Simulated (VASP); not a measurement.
# KMgF3 (Pm-3m) in VASP: notebook

The runs below take KMgF3 through relaxation of cell and atoms, with PBEsol.

Everything below comes from runs of VASP 6.6.1. Logs are shortened: lines on timing, memory, paths and dates and some standing lists are left out, and cuts for length are marked.

### Step 1. The cell of the first run

Symmetry: Pm-3m, No. 221, cubic system. Conventional cell: a = 3.986 Å, b = 3.986 Å, c = 3.986 Å, α = 90.00°, β = 90.00°, γ = 90.00°. K (site symmetry m-3m) has 12 F at 2.82 Å and 8 Mg at 3.45 Å within 3.7 Å. Within 2.6 Å of Mg (site symmetry m-3m) lie 6 F at 1.99 Å. F (site symmetry 4/mmm) has 2 Mg at 1.99 Å within 2.6 Å.

### Step 2. Relaxation of cell and atoms, PBEsol, target pressure 10 GPa, at which the enthalpy is minimised

File INCAR:

```
PREC = Accurate ; ENCUT = 600
EDIFF = 1E-6 ; ISMEAR = -1
SIGMA = 0.05 ; LREAL = F
LASPH = T ; NELM = 100
ALGO = Normal ; ISIF = 3
LWAVE = F ; LCHARG = F
GGA = PS ; IBRION = 2
NSW = 60 ; EDIFFG = -0.01
PSTRESS = 100.0
```

File KPOINTS:

```
regular mesh
0
Gamma
  7 7 7
```

File POSCAR:

```
KMgF3
1.0
    3.9859000000      0.0000000000      0.0000000000
    0.0000000000      3.9859000000      0.0000000000
    0.0000000000      0.0000000000      3.9859000000
K Mg F
1 1 3
Direct
    0.5000000000      0.5000000000      0.5000000000
    0.0000000000      0.0000000000      0.0000000000
    0.0000000000      0.0000000000      0.5000000000
    0.0000000000      0.5000000000      0.0000000000
    0.5000000000      0.0000000000      0.0000000000
```

Potentials or basis: VASP PAW PBE potentials, release 64 (K_sv, Mg, F).

Started as:

```
cat potpaw_PBE.64/K_sv/POTCAR potpaw_PBE.64/Mg/POTCAR potpaw_PBE.64/F/POTCAR > POTCAR
mpirun -np 1 vasp_std > vasp.out
```

OUTCAR:

```text
PREC = Accurate
   ENCUT = 600
   EDIFF = 1E-6
   ISMEAR = -1
   LREAL = F
   LASPH = T
   NELM = 100
   ISIF = 3
   GGA = PS
   IBRION = 2
   NSW = 60
   EDIFFG = -0.01
   PSTRESS = 100.0

 ion  position               nearest neighbor table
   1  0.500  0.500  0.500-   3 2.82   4 2.82   5 2.82   4 2.82   5 2.82   3 2.82   5 2.82   5 2.82
                             3 2.82   4 2.82   4 2.82   3 2.82   2 3.45   2 3.45   2 3.45   2 3.45
   2  0.000  0.000  0.000-   3 1.99   4 1.99   5 1.99   3 1.99   4 1.99   5 1.99   1 3.45   1 3.45
                             1 3.45   1 3.45   1 3.45   1 3.45   1 3.45   1 3.45
   3  0.000  0.000  0.500-   2 1.99   2 1.99   1 2.82   1 2.82   1 2.82   1 2.82
   4  0.000  0.500  0.000-   2 1.99   2 1.99   1 2.82   1 2.82   1 2.82   1 2.82
   5  0.500  0.000  0.000-   2 1.99   2 1.99   1 2.82   1 2.82   1 2.82   1 2.82

  LATTYP: Found a simple cubic cell.
 ALAT       =     3.9859000000

  Lattice vectors:

 A1 = (   3.9859000000,   0.0000000000,   0.0000000000)
 A2 = (   0.0000000000,   3.9859000000,   0.0000000000)
 A3 = (   0.0000000000,   0.0000000000,   3.9859000000)

Analysis of symmetry for initial positions (statically):
=====================================================================
 Subroutine PRICEL returns:
 Original cell was already a primitive cell.

 Routine SETGRP: Setting up the symmetry group for a
 simple cubic supercell.

 Subroutine GETGRP returns: Found 48 space group operations
 (whereof 48 operations were pure point group operations)
 out of a pool of 48 trial point group operations.

The static configuration has the point symmetry O_h .

Analysis of symmetry for dynamics (positions and initial velocities):
=====================================================================
 Subroutine PRICEL returns:
 Original cell was already a primitive cell.

 Routine SETGRP: Setting up the symmetry group for a
 simple cubic supercell.

 Subroutine GETGRP returns: Found 48 space group operations
 (whereof 48 operations were pure point group operations)
 out of a pool of 48 trial point group operations.

The dynamic configuration has the point symmetry O_h .

 Subroutine INISYM returns: Found 48 space group operations
 (whereof 48 operations are pure point group operations),
 and found     1 'primitive' translations

----------------------------------------------------------------------------------------

                                     Primitive cell

  volume of cell :      63.3256

  direct lattice vectors                    reciprocal lattice vectors
     3.985900000  0.000000000  0.000000000     0.250884367  0.000000000  0.000000000
     0.000000000  3.985900000  0.000000000     0.000000000  0.250884367  0.000000000
     0.000000000  0.000000000  3.985900000     0.000000000  0.000000000  0.250884367

  length of vectors
     3.985900000  3.985900000  3.985900000     0.250884367  0.250884367  0.250884367

  position of ions in fractional coordinates (direct lattice)
     0.500000000  0.500000000  0.500000000
     0.000000000  0.000000000  0.000000000
     0.000000000  0.000000000  0.500000000
     0.000000000  0.500000000  0.000000000
     0.500000000  0.000000000  0.000000000

  ion indices of the primitive-cell ions
   primitive index   ion index
                 1           1
                 2           2
                 3           3
                 4           4
                 5           5

----------------------------------------------------------------------------------------

 KPOINTS: regular mesh

Automatic generation of k-mesh.
 Grid dimensions read from file:
 generate k-points for:    7    7    7

 Generating k-lattice:

  Cartesian coordinates                     Fractional coordinates (reciprocal lattice)
     0.035840624  0.000000000  0.000000000     0.142857143  0.000000000  0.000000000
     0.000000000  0.035840624  0.000000000     0.000000000  0.142857143  0.000000000
     0.000000000  0.000000000  0.035840624     0.000000000  0.000000000  0.142857143

  Length of vectors
     0.035840624  0.035840624  0.035840624

  Shift w.r.t. Gamma in fractional coordinates (k-lattice)
     0.000000000  0.000000000  0.000000000

 Subroutine IBZKPT returns following result:
 ===========================================

 Found     20 irreducible k-points:

 Following reciprocal coordinates:
            Coordinates               Weight
  0.000000  0.000000  0.000000      1.000000
  0.142857  0.000000  0.000000      6.000000
  0.285714  0.000000  0.000000      6.000000
  0.428571  0.000000  0.000000      6.000000
  0.142857  0.142857  0.000000     12.000000
  0.285714  0.142857  0.000000     24.000000
[... 12 lines left out ...]
  0.428571  0.428571  0.285714     24.000000
  0.428571  0.428571  0.428571      8.000000
   k-points           NKPTS =     20   k-points in BZ     NKDIM =     20   number of bands    NBANDS=     20
   number of dos      NEDOS =    301   number of ions     NIONS =      5
   total plane-waves  NPLWV =  32768
   dimension x,y,z NGX =    32 NGY =   32 NGZ =   32
   dimension x,y,z NGXF=    64 NGYF=   64 NGZF=   64
   ions per type =               1   1   3
   NGX,Y,Z   is equivalent  to a cutoff of  13.35, 13.35, 13.35 a.u.
   NGXF,Y,Z  is equivalent  to a cutoff of  26.69, 26.69, 26.69 a.u.
 SYSTEM =  unknown system
   PREC   = accura    normal or accurate (medium, high low for compatibility)
   ISTART =      0    job   : 0-new  1-cont  2-samecut
   ICHARG =      2    charge: 1-file 2-atom 10-const
   ISPIN  =      1    spin polarized calculation?
   LNONCOLLINEAR =      F non collinear calculations
   LSORBIT =      F    spin-orbit coupling
   LASPH  =      T    aspherical Exc in radial PAW
   ENCUT  =  600.0 eV  44.10 Ry    6.64 a.u.   7.96  7.96  7.96*2*pi/ulx,y,z
   NELM   =    100;   NELMIN=  2; NELMDL= -5     # of ELM steps
   EDIFF  = 0.1E-05   stopping-criterion for ELM
   LREAL  =      F    real-space projection
   EDIFFG = -.1E-01   stopping-criterion for IOM
   NSW    =     60    number of steps for IOM
   IBRION =      2    ionic relax: 0-MD 1-quasi-New 2-CG
   NFREE  =      1    steps in history (QN), initial steepest desc. (CG)
   ISIF   =      3    stress and relaxation
   ISYM   =      2    0-nonsym 1-usesym 2-fastsym
   POTIM  = 0.5000    time-step for ionic-motion
   TEBEG  =    0.0;   TEEND  =   0.0 temperature during run
   PSTRESS=  100.0 pullay stress
   NELECT =      32.0000    total number of electrons
   NUPDOWN=      -1.0000    fix difference up-down
   EMIN   =  10.00;   EMAX   =-10.00  energy-range for DOS
   EFERMI =   0.00;   METHOD = LEGACY
   ISMEAR =    -1;   SIGMA  =   0.05  broadening in eV -4-tet -1-fermi 0-gaus
   EFERMI_NEDOS =   21; number of points for ismear=-14 and -15
   IALGO  =     38    algorithm
   IMIX   =      4    mixing-type and parameters
     AMIX     =   0.40;   BMIX     =  1.00
     AMIX_MAG =   1.60;   BMIX_MAG =  1.00
  volume/ion in A,a.u.               =      12.67        85.47
  Fermi-wavevector in a.u.,A,eV,Ry     =   1.303962  2.464132 23.134232  1.700318
  Thomas-Fermi vector in A             =   2.434930
   LORBIT       =      0    0 simple, 1 ext, 2 COOP (PROOUT), +10 PAW based schemes
   GGA     = PS    functional components
   LHFCALC =     F    Hartree Fock is set to
   AEXX    =    0.0000 exact exchange contribution
   IVDW    =     0    specifies the selected vdW correction
   LEPSILON=     F    determine dielectric tensor
   LRPA    =     F    only Hartree local field effects (RPA)
 conjugate gradient relaxation of ions
 non-spin polarized calculation
  energy-cutoff  :      600.00
  volume of cell :       63.33
 maximum number of plane-waves:      2128
 NGX is ok and might be reduce to    32
   NGX = 15   NGY = 15   NGZ = 15

--------------------------------------- Ionic step        1  -------------------------------------------

 number of electron      32.0000010 magnetization

 Free energy of the ion-electron system (eV)
  ---------------------------------------------------
  ext. energy  EPLUGINS =         0.00000000
  ---------------------------------------------------
  free energy    TOTEN  =       -25.27022443 eV

  energy without entropy =      -25.27022443  energy(sigma->0) =      -25.27022443

 E-fermi :  -0.5444     XC(G=0):  -9.9445

 val. band max:       -1.7429012838   @ k =   0.4286   0.4286   0.4286
 cond. band min:       5.4150823268   @ k =   0.0000   0.0000   0.0000
 fundamental gap:      7.1579836106
 Fermi energy:        -0.5443718225

 k-point     1 :       0.0000    0.0000    0.0000
  band No.  band energies     occupation
      1     -27.1833      2.00000
      2     -21.7215      2.00000
      3     -21.0510      2.00000
      4     -21.0510      2.00000
      5     -10.7484      2.00000
      6     -10.7484      2.00000
[... 12 lines left out ...]
     19       8.2344      0.00000
     20      10.4294      0.00000

 k-point     2 :       0.1429    0.0000    0.0000
  band No.  band energies     occupation
      1     -27.1777      2.00000
      2     -21.6987      2.00000
      3     -21.0795      2.00000
      4     -21.0493      2.00000
      5     -10.7452      2.00000
      6     -10.7374      2.00000
[... 12 lines left out ...]
     19       8.4537      0.00000
     20      10.5322      0.00000
[... 933 lines left out ...]
 VOLUME and BASIS-vectors are now :
 -----------------------------------------------------------------------------
  energy-cutoff  :      600.00
  volume of cell :       56.24
      direct lattice vectors                 reciprocal lattice vectors
     3.831385873  0.000000000  0.000000000     0.261002163  0.000000000  0.000000000
    -0.000000000  3.831385873  0.000000000    -0.000000000  0.261002163 -0.000000000
    -0.000000000  0.000000000  3.831385873    -0.000000000 -0.000000000  0.261002163

 POSITION                                       TOTAL-FORCE (eV/Angst)
 -----------------------------------------------------------------------------------
      1.91569      1.91569      1.91569        -0.000000      0.000000      0.000000
      0.00000      0.00000      0.00000         0.000000     -0.000000      0.000000
     -0.00000      0.00000      1.91569        -0.000000      0.000000      0.000000
     -0.00000      1.91569      0.00000         0.000000     -0.000000      0.000000
      1.91569      0.00000      0.00000         0.000000     -0.000000      0.000000
 -----------------------------------------------------------------------------------
    total drift:                                0.000000      0.000000     -0.000000

  FREE ENERGIE OF THE ION-ELECTRON SYSTEM (eV)
  ---------------------------------------------------
  free  energy   TOTEN  =       -25.0517825192 eV

  energy  without entropy=      -25.0517825191  energy(sigma->0) =      -25.05178252

  enthalpy is  TOTEN    =       -21.5413785372 eV   P V=        3.5104039819

--------------------------------------- Ionic step        3  -------------------------------------------

 number of electron      31.9999969 magnetization

 Free energy of the ion-electron system (eV)
  ---------------------------------------------------
  ext. energy  EPLUGINS =         0.00000000
  ---------------------------------------------------
  free energy    TOTEN  =       -25.09031470 eV

  energy without entropy =      -25.09031470  energy(sigma->0) =      -25.09031470

 E-fermi :  -0.0018     XC(G=0): -10.5169

 val. band max:       -1.1672405626   @ k =   0.4286   0.4286   0.4286
 cond. band min:       6.8532286267   @ k =   0.0000   0.0000   0.0000
 fundamental gap:      8.0204691892
 Fermi energy:        -0.0018210062

 k-point     1 :       0.0000    0.0000    0.0000
  band No.  band energies     occupation
      1     -26.4117      2.00000
      2     -21.4401      2.00000
      3     -20.6207      2.00000
      4     -20.6207      2.00000
      5      -9.9956      2.00000
      6      -9.9956      2.00000
[... 12 lines left out ...]
     19       8.9302      0.00000
     20      11.2610      0.00000

 k-point     2 :       0.1429    0.0000    0.0000
  band No.  band energies     occupation
      1     -26.4010      2.00000
      2     -21.4169      2.00000
      3     -20.6569      2.00000
      4     -20.6182      2.00000
      5      -9.9827      2.00000
      6      -9.9778      2.00000
[... 12 lines left out ...]
     19       9.2021      0.00000
     20      11.3717      0.00000
[... 417 lines left out ...]
  FORCE on cell =-STRESS in cart. coord.  units (eV):
  Direction    XX          YY          ZZ          XY          YZ          ZX
  --------------------------------------------------------------------------------------
  -------------------------------------------------------------------------------------
  Total        3.5525234      3.5525234      3.5525234      0.0000000     -0.0000000     -0.0000000
  in kB      100.1662245    100.1662245    100.1662245      0.0000000     -0.0000000     -0.0000000
  external PRESSURE =       0.1662245 kB  Pullay stress =     100.0000000 kB

 VOLUME and BASIS-vectors are now :
 -----------------------------------------------------------------------------
  energy-cutoff  :      600.00
  volume of cell :       56.82
      direct lattice vectors                 reciprocal lattice vectors
     3.844519563  0.000000000  0.000000000     0.260110525  0.000000000  0.000000000
    -0.000000000  3.844519563  0.000000000    -0.000000000  0.260110525 -0.000000000
    -0.000000000  0.000000000  3.844519563    -0.000000000 -0.000000000  0.260110525

 POSITION                                       TOTAL-FORCE (eV/Angst)
 -----------------------------------------------------------------------------------
      1.92226      1.92226      1.92226        -0.000000      0.000000      0.000000
      0.00000      0.00000      0.00000         0.000000     -0.000000      0.000000
     -0.00000      0.00000      1.92226        -0.000000      0.000000      0.000000
     -0.00000      1.92226      0.00000         0.000000     -0.000000      0.000000
      1.92226      0.00000      0.00000         0.000000     -0.000000      0.000000
 -----------------------------------------------------------------------------------
    total drift:                                0.000000      0.000000     -0.000000

  FREE ENERGIE OF THE ION-ELECTRON SYSTEM (eV)
  ---------------------------------------------------
  free  energy   TOTEN  =       -25.0903147030 eV

  energy  without entropy=      -25.0903147030  energy(sigma->0) =      -25.09031470

  enthalpy is  TOTEN    =       -21.5436866661 eV   P V=        3.5466280370

 reached required accuracy - stopping structural energy minimisation
```

Wall time 90 s (1 thread of Intel Xeon 8259CL, shared host); peak memory 0.2 GiB.

What came out:

```yaml
Free_energy: -25.0903 eV
Relaxed_volume: 11.36 Å³/atom
Relaxed_cell: a = 3.845 Å, b = 3.845 Å, c = 3.845 Å, α = 90.00°, β = 90.00°, γ = 90.00°
Space_group_after_relaxing_to_0.1_Å: Pm-3m (No. 221)
Energy_change_on_relaxing_the_run_minimises_the_enthalpy: +36.0 meV/atom
Ionic_steps: 3
Pressure_after_relaxing: 10.0 GPa
Band_gap_on_the_k_mesh: 8.02 eV (least direct gap 8.30 eV)
```

Step by step:
```csv
step,energy change (eV),largest force (eV/Å),pressure (GPa),volume (Å³)
1,0.0000,0.0000,-0.17,63.33
2,0.2184,0.0000,11.26,56.24
3,0.1799,0.0000,10.02,56.82
```

Final structure:
```yaml
crystal:
  lattice:
    - [3.84452, 0.00000, 0.00000]
    - [0.00000, 3.84452, 0.00000]
    - [0.00000, 0.00000, 3.84452]
  atoms:
    - { symbol: K, position: [0.50000, 0.50000, 0.50000] }
    - { symbol: Mg, position: [0.00000, 0.00000, 0.00000] }
    - { symbol: F, position: [0.00000, 0.00000, 0.50000] }
    - { symbol: F, position: [0.00000, 0.50000, 0.00000] }
    - { symbol: F, position: [0.50000, 0.00000, 0.00000] }
```

Caveat: the cell is relaxed towards a set pressure, so the run minimises the enthalpy, not the energy; the PAW data sets were made with another functional, which shifts forces and pressure a little; an odd mesh through Γ misses points on the zone boundary, where band edges can lie.

(Continued in part 2 of 2.)
